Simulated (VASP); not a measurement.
Si6C, 7 atoms in the cell. The cell holds a slab with vacuum, 7 atoms: a = 3.851 Å, b = 3.851 Å, c = 22.532 Å, α = 90.00°, β = 90.00°, γ = 120.00°. 

```yaml
Program: VASP 6.6.1
Task: single point
Functional: PBE
Potentials_or_basis: VASP PAW PBE potentials, release 64 (Si, C)
Cutoff: 520 eV
k_mesh: 9 × 9 × 1
Occupations: gaussian, width 0.05 eV
Spin: collinear spin
Starting_moments: "[0.0, 0.0, 0.0, 0.0, 0.0, 0.0, 2.0] μB"
Dipole_correction: yes
Further_INCAR_settings: ALGO = Normal; EDIFF = 1e-07; NBANDS = 27
```

Potentials or basis: VASP PAW PBE potentials, release 64 (Si, C).

The run is started by

```console
$ cat potpaw_PBE.64/Si/POTCAR potpaw_PBE.64/C/POTCAR > POTCAR
$ mpirun -np 1 vasp_std > vasp.out
```

Hardware: 1 thread of Oxide Virtual Turin-like Processor, with other jobs on the host.

Problem. How long does it take, and how much memory?

Solution. Run time: 26 min on 1 thread of Oxide Virtual Turin-like Processor, with other jobs on the host, peak memory 0.76 GiB. Counts: scf iterations 38, k points 41.
